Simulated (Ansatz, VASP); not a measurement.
Two plane-wave programs on CuI

Contents of INCAR:

```
ALGO     = Normal         # electronic algorithm
EDIFF    = 1E-6           # SCF threshold, eV
ENCUT    = 520            # plane-wave cutoff, eV
GGA      = PE             # functional
ISIF     = 2              # what is computed and relaxed
ISMEAR   = -1             # smearing method
LASPH    = True           # aspherical terms in the spheres
LCHARG   = False          # write CHGCAR
LREAL    = False          # projectors in reciprocal space
LWAVE    = False          # write WAVECAR
NBANDS   = 26             # bands
NELM     = 100            # most SCF steps
PREC     = Accurate       # precision mode
SIGMA    = 0.02           # smearing width, eV
```

Contents of KPOINTS:

```
k-points
0
Gamma
  12 12 4
```

The input POSCAR:

```
CuI
1.0
    4.1473371115      0.0000000000      0.0000000000
   -2.0736685558      3.5916992967      0.0000000000
    0.0000000000      0.0000000000      6.3363560900
Cu I
2 2
Direct
    0.0000000000      0.0000000000      0.0000000000
    0.0000000000      0.0000000000      0.5000000000
    0.3333333333      0.6666666667      0.2500000000
    0.6666666667      0.3333333333      0.7500000000
```

Input for Ansatz:

```yaml
crystal:
  lattice:
    - [4.1473371115, 0.0, 0.0]
    - [-2.0736685558, 3.5916992967, 0.0]
    - [0.0, 0.0, 6.33635609]
  atoms:
    - { symbol: Cu, position: [0.0, 0.0, 0.0] }
    - { symbol: Cu, position: [0.0, 0.0, 0.5] }
    - { symbol: I, position: [0.3333333333, 0.6666666667, 0.25] }
    - { symbol: I, position: [0.6666666667, 0.3333333333, 0.75] }
kpoints:
  mp_grid: { grid: [12, 12, 4] }
  band_path:
    path:
      - [[0.0, 0.0, 0.0], [0.5, 2.646896880291e-18, 5.214284017734e-35], [0.3333333333333, 0.3333333333333, -5.171060664645e-35], [0.0, 0.0, 0.0], [2.279035573763e-52, -2.080939452495e-51, 0.5], [0.5, 2.646896880291e-18, 0.5], [0.3333333333333, 0.3333333333333, 0.5], [2.279035573763e-52, -2.080939452495e-51, 0.5]]
      - [[0.5, 2.646896880291e-18, 0.5], [0.5, 2.646896880291e-18, 5.214284017734e-35]]
      - [[0.3333333333333, 0.3333333333333, 0.5], [0.3333333333333, 0.3333333333333, -5.171060664645e-35]]
    npoints: 10
hamiltonian:
  xc: pbe
scf:
  occupations: { method: fermi_dirac, width: 0.02 }
  n_extra_bands: 5
output:
  forces: true
  stress: true
  eigenvalues: true
```

Alike in both runs: task single point; functional PBE; k mesh 12 × 12 × 4; occupations fermi-dirac, width 0.02 eV; no spin polarisation.

|  | VASP | Ansatz |
| --- | --- | --- |
| version | VASP 6.6.1 | Ansatz 0.2.0 |
| potentials or method | VASP PAW PBE potentials, release 64 (Cu, I) | plane waves, PAW |
| plane-wave cutoff (eV) | 520 | 420 |
| valence electrons in the cell | 36 | 72 |

Ansatz gave:

```
pressure (GPa)                                                : 0.6
traceless stress, the component that is largest in VASP (GPa) : -0.39
```

Which values does VASP return?

Pressure (GPa): 0.6; traceless stress, the component that is largest in VASP (GPa): -0.38.

VASP's potentials hold 36 valence electrons a cell and Ansatz's 72, so a difference there can come from the potentials and not from the codes.

Neither program's run includes spin-orbit coupling.
